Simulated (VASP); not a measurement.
Here is a VASP 6.6.1 calculation.

The input INCAR:

```
PREC = Accurate
ENCUT = 520
EDIFF = 1E-6
ISMEAR = 0
SIGMA = 0.05
LREAL = Auto
LASPH = True
NELM = 80
ALGO = Normal
ISIF = 2
LWAVE = False
LCHARG = True
LELF = True
LVHAR = True
NBANDS = 44
NELECT = 60.0
```

Contents of KPOINTS:

```
regular mesh
0
Gamma
  2 2 2
```

POSCAR

```
Al6SiN8
1.0
   -3.1285880000     -5.4188740000      0.0000000000
    4.6928820000     -2.7094370000      0.0000000000
    0.0000000000      0.0000000000      5.0169550000
Al Si N
6 1 8
Direct
    0.4959811731      0.6716648206      0.5059491265
    0.2455385087      0.8348283276      1.0074868122
   -0.0000857321      0.6693425872      0.5059144441
    0.0069958316      0.3652476399      1.0311061191
    0.7446127308      0.1547887746      0.4930608307
    0.7616484785      0.8279959500      1.0073419036
    0.2388393362      0.1616430759      1.4931335840
    0.5023016986      0.7800013012      0.8553750233
    0.4786890460      0.3192982063      0.4860167173
    0.1172098339      0.1097492500      0.8171073888
    0.2440254027      0.8531639932      0.3786394337
    0.0063337145      0.6570750305      0.8794463973
    0.0112774138      0.3317017947      0.3831152562
    0.8960890706      0.1071581415      0.8220308932
    0.7505429518      0.8230076257      0.3749890123
```

Potentials or basis: VASP PAW LDA potentials, release 64 (Al, Si, N).

Launch:

```console
$ cat potpaw_LDA.64/Al/POTCAR potpaw_LDA.64/Si/POTCAR potpaw_LDA.64/N/POTCAR > POTCAR
$ mpirun -np 1 vasp_std > vasp.out
```

Estimate the largest force.

0.225 eV/Å.

Forces in eV/Å, atoms in the order of the input:
```
Al   0.000  0.022 -0.023
Al   0.026  0.019 -0.002
Al  -0.014 -0.009 -0.003
Al  -0.011  0.003  0.014
Al   0.017 -0.021  0.011
Al   0.001 -0.022 -0.023
Si  -0.006 -0.002  0.000
N   -0.010 -0.006  0.000
N    0.003 -0.026 -0.007
N   -0.119 -0.180 -0.006
N   -0.016 -0.001  0.009
N    0.036 -0.017 -0.018
N    0.008  0.022  0.039
N    0.083  0.209  0.007
N    0.001  0.009  0.001
```

Caveat: the k points lie up to 0.63 Å⁻¹ apart; the cell carries a net charge on a neutralising background, which shifts energy and pressure.
